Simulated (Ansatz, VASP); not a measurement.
**Ti2O: VASP beside Ansatz**

File POSCAR:

```
Ti2O
1.0
    2.9037497861      0.0000000000      0.0000000000
   -1.4518748931      2.5147210810      0.0000000000
    0.0000000000      0.0000000000     10.0206596418
Ti O
4 2
Direct
    0.6666666667      0.3333333333      0.8891650196
    0.3333333333      0.6666666667      0.3891650196
    0.6666666667      0.3333333333      0.6108349804
    0.3333333333      0.6666666667      0.1108349804
    0.0000000000      0.0000000000      0.7500000000
    0.0000000000      0.0000000000      0.2500000000
```

INCAR.step1

```
ALGO = Normal
EDIFF = 1E-4
ENCUT = 600
GGA = PE
ISMEAR = 0
LASPH = T
LCHARG = F
LREAL = F
LWAVE = T
NELM = 80
PREC = Accurate
SIGMA = 0.1
```

Contents of INCAR.step2:

```
ALGO = Normal
EDIFF = 1E-7
EDIFFG = -0.01
ENCUT = 600
IBRION = 2
ISIF = 3
ISMEAR = 0
ISTART = 1
LASPH = T
LCHARG = F
LMIXTAU = T
LREAL = F
LWAVE = F
METAGGA = R2SCAN
NELM = 80
NSW = 80
PREC = Accurate
SIGMA = 0.1
```

The input KPOINTS:

```
k-points
0
Gamma
  12 12 4
```

Input for Ansatz:

```yaml
crystal:
  lattice:
    - [2.9037497861, 0.0, 0.0]
    - [-1.4518748931, 2.514721081, 0.0]
    - [0.0, 0.0, 10.0206596418]
  atoms:
    - { symbol: Ti, position: [0.6666666667, 0.3333333333, 0.8891650196] }
    - { symbol: Ti, position: [0.3333333333, 0.6666666667, 0.3891650196] }
    - { symbol: Ti, position: [0.6666666667, 0.3333333333, 0.6108349804] }
    - { symbol: Ti, position: [0.3333333333, 0.6666666667, 0.1108349804] }
    - { symbol: O, position: [0.0, 0.0, 0.75] }
    - { symbol: O, position: [0.0, 0.0, 0.25] }
basis:
  ecutwfc: 500
kpoints:
  mp_grid: { grid: [12, 12, 4] }
hamiltonian:
  xc: r2scan
scf:
  occupations: { method: gaussian, width: 0.1 }
output:
  forces: true
  stress: true
  eigenvalues: true
relax:
  adjacent_minimum: "off"
  f_tol: 0.01
  max_steps: 60
  cell: { stress_tol: 0.1 }
```

Alike in both runs: task relaxation of cell and atoms; functional r2SCAN; k mesh 12 × 12 × 4; occupations gaussian, width 0.1 eV; no spin polarisation.

|  | VASP | Ansatz |
| --- | --- | --- |
| version | VASP 6.6.1 | Ansatz 0.2.0 |
| potentials or method | VASP PAW PBE potentials, release 64 (Ti_sv, O), cutoff 600 eV | scalar-relativistic, plane waves, PAW |
| valence electrons in the cell | 60 | 60 |

|  | VASP | Ansatz | Ansatz less VASP |
| --- | --- | --- | --- |
| gap on the k mesh at the Fermi level, each at its own relaxed structure (eV) | none | none | - |
| relaxed volume (Å³/atom) | 12.24 | 12.19 | -0.056 |
| relaxed cell length with the largest relative difference (Å) | 10.035 | 10.018 | -0.0166 |

VASP's potentials were made for PBE, not for r2SCAN. A gap of «none» marks a metal or a gap that the smearing closes.
